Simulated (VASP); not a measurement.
# Ti8HO16 (a cell with a defect) in VASP: single point with PBE

Aim: the single point of Ti8HO16 (a cell with a defect) with PBE.

Program: VASP 6.6.1. These are calculated values, not measurements. Logs are shortened: lines on timing, memory, paths and dates and some standing lists are left out, and cuts for length are marked.

## 1. The cell of the first run

The cell holds a defect, 25 atoms: a = 6.567 Å, b = 6.567 Å, c = 7.530 Å, α = 115.85°, β = 115.85°, γ = 90.00°.

## 2. Single point, PBE

Input file INCAR:

```
SYSTEM = Ti8HO16
PREC = Accurate ; ENCUT = 520
EDIFF = 1E-6 ; ISMEAR = 0
SIGMA = 0.02 ; LREAL = Auto
LASPH = .TRUE. ; NELM = 100
ALGO = Normal ; ISIF = 2
LWAVE = .FALSE. ; LCHARG = .FALSE.
GGA = PE ; NELECT = 192.0
NBANDS = 114
```

Input file KPOINTS:

```
Automatic mesh
0
G
  3 3 3
  0 0 0
```

Input file POSCAR:

```
Ti8HO16
1.0
   -4.6432750091     -4.6432750091      0.0000000000
   -4.6432750091      4.6432750091      0.0000000000
    4.6432750091      0.0000000000     -5.9277640437
Ti O H
8 16 1
Direct
    0.2401300947      0.2472197028      0.5004907378
    1.0216734167     -0.0297538605     -0.0001403565
    0.7395386760      0.7463567085      0.4991588697
    0.4958367530      0.5275678048     -0.0001719029
    0.1254064684      0.6005092775      0.2466837393
    0.8786359778      0.3536724563      0.7532715484
    0.6209920088      0.1481849931      0.2657676636
    0.3552327728      0.8827106834      0.7341970713
    0.4451762680      0.7611131869      0.5007682455
    0.1933260307      0.5119112958     -0.0000247986
    0.9444114260      0.2603001050      0.4992312410
    0.7100780235      0.0501134524      0.0000092784
    0.1148030469      0.9291082501      0.2506418928
    0.8641182999      0.6783782784      0.7492926451
    0.6126473298      0.4337412778      0.2515855876
    0.3611068899      0.1822863380      0.7484741240
    0.0543504274      0.7400177622      0.4973207399
    0.8017359500      0.4711905921     -0.0000101219
    0.5570606690      0.2426244150      0.5026514176
    0.3132895956     -0.0115798117      0.0000050609
    0.1432278273      0.3190806464      0.2519847263
    0.8912501687      0.0670413953      0.7480528859
    0.6367114987      0.8243452266      0.2485562835
    0.3881588811      0.5758130688      0.7514288638
    0.7339606115      0.2005422817      1.0000833293
```

Potentials or basis: VASP PAW PBE potentials, release 64 (Ti_sv, O, H).

Run with:

```sh
cat potpaw_PBE.64/Ti_sv/POTCAR potpaw_PBE.64/O/POTCAR potpaw_PBE.64/H/POTCAR > POTCAR
mpirun -np 1 vasp_std > vasp.out
```

OUTCAR:

```text
SYSTEM = Ti8HO16
   PREC = Accurate
   ENCUT = 520
   EDIFF = 1E-6
   ISMEAR = 0
   LREAL = Auto
   LASPH = .TRUE.
   NELM = 100
   ISIF = 2
   GGA = PE
   NELECT = 192.0

 ion  position               nearest neighbor table
   1  0.240  0.247  0.500-  16 1.92  11 1.94  13 1.95  21 1.96  24 2.00  19 2.07
   2  0.022  0.970  1.000-  14 1.86  13 1.86  20 1.92  22 2.09  21 2.09  12 2.11
   3  0.740  0.746  0.499-  15 1.92   9 1.94  14 1.95  22 1.97  23 2.00  17 2.07
   4  0.496  0.528  1.000-  24 1.86  23 1.86  10 1.99  18 2.04  16 2.07  15 2.08
   5  0.125  0.601  0.247-  21 1.87  10 1.94  18 1.97  17 1.97   9 1.98  13 2.15   8 2.90
   6  0.879  0.354  0.753-  22 1.87  10 1.94  18 1.97  19 1.97  11 1.98  14 2.15   7 2.90
   7  0.621  0.148  0.266-  19 1.85  15 1.92  11 1.94  20 1.96  23 2.08  12 2.16   6 2.90
   8  0.355  0.883  0.734-  17 1.85  16 1.92   9 1.94  20 1.96  24 2.08  12 2.16   5 2.90
   9  0.445  0.761  0.501-   8 1.94   3 1.94   5 1.98
  10  0.193  0.512  1.000-   5 1.94   6 1.94   4 1.99
  11  0.944  0.260  0.499-   7 1.94   1 1.94   6 1.98
  12  0.710  0.050  0.000-  25 1.00   2 2.11   8 2.16   7 2.16
  13  0.115  0.929  0.251-   2 1.86   1 1.95   5 2.15
  14  0.864  0.678  0.749-   2 1.86   3 1.95   6 2.15
  15  0.613  0.434  0.252-   3 1.92   7 1.92   4 2.08
  16  0.361  0.182  0.748-   8 1.92   1 1.92   4 2.07
  17  0.054  0.740  0.497-   8 1.85   5 1.97   3 2.07
  18  0.802  0.471  1.000-   6 1.97   5 1.97   4 2.04
  19  0.557  0.243  0.503-   7 1.85   6 1.97   1 2.07
  20  0.313  0.988  0.000-   2 1.92   7 1.96   8 1.96
  21  0.143  0.319  0.252-   5 1.87   1 1.96   2 2.09
  22  0.891  0.067  0.748-   6 1.87   3 1.97   2 2.09
  23  0.637  0.824  0.249-   4 1.86   3 2.00   7 2.08
  24  0.388  0.576  0.751-   4 1.86   1 2.00   8 2.08
  25  0.734  0.201  0.000-  12 1.00

  LATTYP: Found a body centered tetragonal cell.
 ALAT       =     6.5665824917
 C/A-ratio  =     1.8054335116

  Lattice vectors:

 A1 = (   0.0000000000,  -4.6432750091,   5.9277640437)
 A2 = (   0.0000000000,   4.6432750091,   5.9277640437)
 A3 = (  -4.6432750091,   0.0000000000,  -5.9277640437)

Analysis of symmetry for initial positions (statically):
=====================================================================
 Subroutine PRICEL returns:
 Original cell was already a primitive cell.

 Routine SETGRP: Setting up the symmetry group for a
 body centered tetragonal supercell.

 Subroutine GETGRP returns: Found  1 space group operations
 (whereof  1 operations were pure point group operations)
 out of a pool of 16 trial point group operations.

The static configuration has the point symmetry C_1 .

Analysis of symmetry for dynamics (positions and initial velocities):
=====================================================================
 Subroutine PRICEL returns:
 Original cell was already a primitive cell.

 Routine SETGRP: Setting up the symmetry group for a
 body centered tetragonal supercell.

 Subroutine GETGRP returns: Found  1 space group operations
 (whereof  1 operations were pure point group operations)
 out of a pool of 16 trial point group operations.

The dynamic configuration has the point symmetry C_1 .

 Subroutine INISYM returns: Found  1 space group operations
 (whereof  1 operations are pure point group operations),
 and found     1 'primitive' translations

----------------------------------------------------------------------------------------

                                     Primitive cell

  volume of cell :     255.6052

  direct lattice vectors                    reciprocal lattice vectors
    -4.643275009 -4.643275009  0.000000000    -0.107682616 -0.107682616 -0.084348836
    -4.643275009  4.643275009  0.000000000    -0.107682616  0.107682616 -0.084348836
     4.643275009  0.000000000 -5.927764044     0.000000000  0.000000000 -0.168697673

  length of vectors
     6.566582492  6.566582492  7.529833290     0.174085662  0.174085662  0.168697673

  position of ions in fractional coordinates (direct lattice)
     0.240130095  0.247219703  0.500490738
     0.021673417  0.970246139  0.999859644
     0.739538676  0.746356709  0.499158870
     0.495836753  0.527567805  0.999828097
     0.125406468  0.600509278  0.246683739
     0.878635978  0.353672456  0.753271548
[... 17 lines left out ...]
     0.388158881  0.575813069  0.751428864
     0.733960612  0.200542282  0.000083329

  ion indices of the primitive-cell ions
   primitive index   ion index
                 1           1
                 2           2
                 3           3
                 4           4
                 5           5
                 6           6
[... 17 lines left out ...]
                24          24
                25          25

----------------------------------------------------------------------------------------

 KPOINTS: Automatic mesh

Automatic generation of k-mesh.
 Grid dimensions read from file:
 generate k-points for:    3    3    3

 Generating k-lattice:

  Cartesian coordinates                     Fractional coordinates (reciprocal lattice)
    -0.035894205 -0.035894205 -0.028116279     0.333333333  0.000000000  0.000000000
    -0.035894205  0.035894205 -0.028116279     0.000000000  0.333333333  0.000000000
     0.000000000  0.000000000 -0.056232558     0.000000000  0.000000000  0.333333333

  Length of vectors
     0.058028554  0.058028554  0.056232558

  Shift w.r.t. Gamma in fractional coordinates (k-lattice)
     0.000000000  0.000000000  0.000000000

 Subroutine IBZKPT returns following result:
 ===========================================

 Found     14 irreducible k-points:

 Following reciprocal coordinates:
            Coordinates               Weight
  0.000000  0.000000  0.000000      1.000000
  0.333333  0.000000  0.000000      2.000000
  0.000000 -0.333333  0.333333      2.000000
 -0.333333  0.000000  0.333333      2.000000
  0.000000  0.333333  0.000000      2.000000
  0.333333  0.333333  0.000000      2.000000
  0.333333 -0.333333  0.333333      2.000000
 -0.333333 -0.333333 -0.333333      2.000000
 -0.333333  0.333333  0.333333      2.000000
 -0.333333  0.333333  0.000000      2.000000
  0.333333  0.333333 -0.333333      2.000000
  0.000000  0.000000  0.333333      2.000000
  0.333333  0.000000  0.333333      2.000000
  0.000000 -0.333333 -0.333333      2.000000
   k-points           NKPTS =     14   k-points in BZ     NKDIM =     14   number of bands    NBANDS=    114
   number of dos      NEDOS =    301   number of ions     NIONS =     25
   total plane-waves  NPLWV = 140000
   dimension x,y,z NGX =    50 NGY =   50 NGZ =   56
   dimension x,y,z NGXF=   100 NGYF=  100 NGZF=  112
   ions per type =               8  16   1
   NGX,Y,Z   is equivalent  to a cutoff of  12.66, 12.66, 12.36 a.u.
   NGXF,Y,Z  is equivalent  to a cutoff of  25.32, 25.32, 24.73 a.u.
 SYSTEM =  Ti8HO16
   PREC   = accura    normal or accurate (medium, high low for compatibility)
   ISTART =      0    job   : 0-new  1-cont  2-samecut
   ICHARG =      2    charge: 1-file 2-atom 10-const
   ISPIN  =      1    spin polarized calculation?
   LNONCOLLINEAR =      F non collinear calculations
   LSORBIT =      F    spin-orbit coupling
   LASPH  =      T    aspherical Exc in radial PAW
   ENCUT  =  520.0 eV  38.22 Ry    6.18 a.u.  12.21 12.21 14.00*2*pi/ulx,y,z
   NELM   =    100;   NELMIN=  2; NELMDL= -5     # of ELM steps
   EDIFF  = 0.1E-05   stopping-criterion for ELM
   LREAL  =      T    real-space projection
   EDIFFG = 0.1E-04   stopping-criterion for IOM
   NSW    =      0    number of steps for IOM
   IBRION =     -1    ionic relax: 0-MD 1-quasi-New 2-CG
   NFREE  =      0    steps in history (QN), initial steepest desc. (CG)
   ISIF   =      2    stress and relaxation
   ISYM   =      2    0-nonsym 1-usesym 2-fastsym
   POTIM  = 0.5000    time-step for ionic-motion
   TEBEG  =    0.0;   TEEND  =   0.0 temperature during run
   PSTRESS=    0.0 pullay stress
   NELECT =     192.0000    total number of electrons
   NUPDOWN=      -1.0000    fix difference up-down
   EMIN   =  10.00;   EMAX   =-10.00  energy-range for DOS
   EFERMI =   0.00;   METHOD = LEGACY
   ISMEAR =     0;   SIGMA  =   0.02  broadening in eV -4-tet -1-fermi 0-gaus
   EFERMI_NEDOS =   21; number of points for ismear=-14 and -15
   IALGO  =     38    algorithm
   IMIX   =      4    mixing-type and parameters
     AMIX     =   0.40;   BMIX     =  1.00
     AMIX_MAG =   1.60;   BMIX_MAG =  1.00
  volume/ion in A,a.u.               =      10.22        69.00
  Fermi-wavevector in a.u.,A,eV,Ry     =   1.488168  2.812230 30.132066  2.214644
  Thomas-Fermi vector in A             =   2.601237
   LORBIT       =      0    0 simple, 1 ext, 2 COOP (PROOUT), +10 PAW based schemes
   GGA     = PE    functional components
   LHFCALC =     F    Hartree Fock is set to
   AEXX    =    0.0000 exact exchange contribution
   IVDW    =     0    specifies the selected vdW correction
   LEPSILON=     F    determine dielectric tensor
   LRPA    =     F    only Hartree local field effects (RPA)
 non-spin polarized calculation
 Gauss-broadening in eV      SIGMA  =   0.02
  energy-cutoff  :      520.00
  volume of cell :      255.61
 maximum number of plane-waves:      6906
 NGX is ok and might be reduce to    50
   NGX = 25   NGY = 25   NGZ = 27

 number of electron     191.9999999 magnetization

 Free energy of the ion-electron system (eV)
  ---------------------------------------------------
  ext. energy  EPLUGINS =         0.00000000
  ---------------------------------------------------
  free energy    TOTEN  =      -224.48346383 eV

  energy without entropy =     -224.48346383  energy(sigma->0) =     -224.48346383

 E-fermi :   4.5965     XC(G=0): -11.2793

 val. band max:        4.4613700065   @ k =   0.0000   0.0000   0.0000
 cond. band min:       6.5813316646   @ k =   0.0000   0.0000   0.0000
 fundamental gap:      2.1199616581
 Fermi energy:         4.5964888369

 k-point     1 :       0.0000    0.0000    0.0000
  band No.  band energies     occupation
      1     -52.2916      2.00000
      2     -52.2879      2.00000
      3     -52.2578      2.00000
      4     -52.2486      2.00000
      5     -52.2160      2.00000
      6     -52.1946      2.00000
[... 100 lines left out ...]
    107       7.5681      0.00000
    108       7.6460      0.00000
[... 1441 lines left out ...]
    107       7.6325      0.00000
    108       7.6817      0.00000
 [bands above 108 left out]

------------------------ aborting loop because EDIFF is reached ----------------------------------------

  FORCE on cell =-STRESS in cart. coord.  units (eV):
  Direction    XX          YY          ZZ          XY          YZ          ZX
  --------------------------------------------------------------------------------------
  -------------------------------------------------------------------------------------
  Total       -9.5044468     -3.8862095     -2.6574950      1.3309155      0.0149596      0.0157786
  in kB      -59.5755017    -24.3594272    -16.6576341      8.3424064      0.0937692      0.0989027
  external PRESSURE =     -33.5308543 kB  Pullay stress =       0.0000000 kB

 VOLUME and BASIS-vectors are now :
 -----------------------------------------------------------------------------
  energy-cutoff  :      520.00
  volume of cell :      255.61
      direct lattice vectors                 reciprocal lattice vectors
    -4.643275009 -4.643275009  0.000000000    -0.107682616 -0.107682616 -0.084348836
    -4.643275009  4.643275009  0.000000000    -0.107682616  0.107682616 -0.084348836
     4.643275009  0.000000000 -5.927764044     0.000000000  0.000000000 -0.168697673

 POSITION                                       TOTAL-FORCE (eV/Angst)
 -----------------------------------------------------------------------------------
      0.06102      0.03292     -2.96679        -0.006646      0.022151      0.015323
      0.03687      4.40448     -5.92693        -0.034603      0.054508      0.006580
     -4.58169      0.03166     -2.95890        -0.003298      0.024545     -0.019671
     -0.10947      0.14734     -5.92675         0.031851     -0.063156     -0.001129
     -2.22521      2.20603     -1.46228        -0.050635      0.075033      0.036825
     -2.22430     -2.43755     -4.46522        -0.045973      0.066437     -0.032451
[... 17 lines left out ...]
     -0.98690      0.87133     -4.45429        -0.070780      0.094102      0.071967
     -4.33877     -2.47681     -0.00049         0.104568     -0.033863      0.000115
 -----------------------------------------------------------------------------------
    total drift:                               -0.011723     -0.014464     -0.002302

  FREE ENERGIE OF THE ION-ELECTRON SYSTEM (eV)
  ---------------------------------------------------
  free  energy   TOTEN  =      -224.4834638256 eV

  energy  without entropy=     -224.4834638256  energy(sigma->0) =     -224.48346383
```

Run time: 63 min. Hardware: 1 thread of Intel Xeon 8259CL, shared host; peak memory 0.52 GiB.

Results:

| Item | Value |
| --- | --- |
| Free energy | -224.4835 eV |
| Largest force | 0.186 eV/Å |

Forces on the atoms (eV/Å):
```
Ti  -0.007  0.022  0.015
Ti  -0.035  0.055  0.007
Ti  -0.003  0.025 -0.020
Ti   0.032 -0.063 -0.001
Ti  -0.051  0.075  0.037
Ti  -0.046  0.066 -0.032
Ti   0.035 -0.043  0.026
Ti   0.039 -0.048 -0.034
O   -0.013 -0.016  0.007
O   -0.037 -0.042 -0.003
O   -0.014 -0.019 -0.004
O    0.139 -0.123  0.000
O    0.000 -0.053 -0.026
O    0.004 -0.049  0.024
O   -0.028 -0.046  0.024
O   -0.026 -0.045 -0.023
O    0.020  0.063  0.026
O   -0.104  0.090 -0.001
O    0.026  0.065 -0.029
O   -0.017  0.007  0.002
O    0.059 -0.033  0.042
O    0.058 -0.034 -0.039
O   -0.066  0.086 -0.069
O   -0.071  0.094  0.072
H    0.105 -0.034  0.000
```

Caveat: the cell carries a net charge on a neutralising background, which shifts energy and pressure; the cell is charged against a uniform background, so pressure and absolute levels hang on convention.
